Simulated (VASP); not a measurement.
Set up this calculation in VASP 6.6.1, as the native input.

```yaml
Task: single point
Functional: PBEsol
Potentials_or_basis: VASP PAW PBE potentials, release 64 (Eu, Ag, Se, F)
Cutoff: 600 eV
k_mesh: 10 × 10 × 5
Occupations: tetrahedron
Spin: collinear spin, ferromagnetic start
Starting_moments: "[7.33, 7.33, 0.0, 0.0, 0.0, 0.0, 0.0, 0.0] μB"
Dipole_correction: no
Further_INCAR_settings: ALGO = Normal; EDIFF = 1e-06; NBANDS = 55
```

The structure of EuAgSeF lies in POSCAR:

```
EuAgSeF
1.0
    4.0612667795      0.0000000000      0.0000000000
    0.0000000000      4.0612667795      0.0000000000
    0.0000000000      0.0000000000      9.1079644862
Eu Ag Se F
2 2 2 2
Direct
    0.5000000000      0.0000000000      0.3433847627
    0.0000000000      0.5000000000      0.6566152373
    0.0000000000      0.0000000000      0.0000000000
    0.5000000000      0.5000000000      0.0000000000
    0.0000000000      0.5000000000      0.2045689048
    0.5000000000      0.0000000000      0.7954310952
    0.0000000000      0.0000000000      0.5000000000
    0.5000000000      0.5000000000      0.5000000000
```

One way to write it, as run:

INCAR

```
SYSTEM = EuAgSeF
PREC = Accurate
ENCUT = 600
EDIFF = 1E-6
ISMEAR = -4
SIGMA = 0.05
LREAL = .FALSE.
LASPH = .TRUE.
NELM = 200
ALGO = Normal
ISIF = 2
LWAVE = .FALSE.
LCHARG = .FALSE.
ISPIN = 2
MAGMOM = 7.33 7.33 0 0 0 0 0 0
LORBIT = 11
LMAXMIX = 6
GGA = PS
NBANDS = 55
GGA_COMPAT = .FALSE.
KPAR = 4
```

KPOINTS

```
Automatic mesh
0
G
  10 10 5
  0 0 0
```

Potentials or basis: VASP PAW PBE potentials, release 64 (Eu, Ag, Se, F).

Launch:

```bash
$ cat potpaw_PBE.64/Eu/POTCAR potpaw_PBE.64/Ag/POTCAR potpaw_PBE.64/Se/POTCAR potpaw_PBE.64/F/POTCAR > POTCAR
$ mpirun -np 4 vasp_std > vasp.out
```

Results of the run:

| Property | Result |
| --- | --- |
| Pressure | -0.2 GPa |
| Largest force | 0.035 eV/Å |
| Net moment | 13.95 μB per cell |
| Site moments | Eu +6.60; Ag +0.02; Se -0.01; F -0.01 μB |
| Valence electrons inside the program's atomic spheres | Eu 14.74; Ag 9.87; Se 3.85; F 6.08 |

Caveat: the PAW data sets were made with another functional, which shifts forces and pressure a little; tetrahedron occupations give inexact forces and stress in metals.

Wall time 8.4 min on 4 MPI ranks on AMD EPYC 9R45 96-Core Processor (Zen 5), on a shared host, peak memory 1.1 GiB a rank.
